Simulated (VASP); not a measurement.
Runs of VASP 6.6.1 on Sc4SiN. The structure is that of space group P4/mmm (No. 123), or close to it. The cells are those of the table. 

```tsv
task	spin	cell	k mesh	cutoff (eV)	gap on the mesh (eV)	pressure (GPa)	largest force (eV/Å)
single point	off	a = 2.946, b = 2.946, c = 11.842 Å, 6 atoms	6 × 6 × 2	520	none	0.3	0.05
relaxation of cell and atoms	off	relaxed from a = 3.091, b = 3.091, c = 10.811 Å, 6 atoms	6 × 6 × 2	600	none	-0.1	0.04
single point	off	a = 2.950, b = 2.950, c = 11.814 Å, 6 atoms	12 × 12 × 4	520	none	0.3	0.05
single point	collinear, ferromagnetic start	a = 2.946, b = 2.946, c = 11.842 Å, 6 atoms	6 × 6 × 2	520	none	0.3	0.05
single point	off	a = 3.091, b = 3.091, c = 10.811 Å, 6 atoms	6 × 6 × 2	520	none	6.3	(a)
```

Alike in all rows: level PBE; potentials or basis VASP PAW PBE potentials, release 64 (Sc_sv, Si, N); smearing gaussian 0.1 eV.

Q: Estimate the missing entries.

A: (a) 4.44.

Caveats: forces of over 1 eV/Å act on the atoms, so gaps and moduli don't describe the material at rest (some runs).

A gap of «none» marks levels without a gap at the run's occupations.
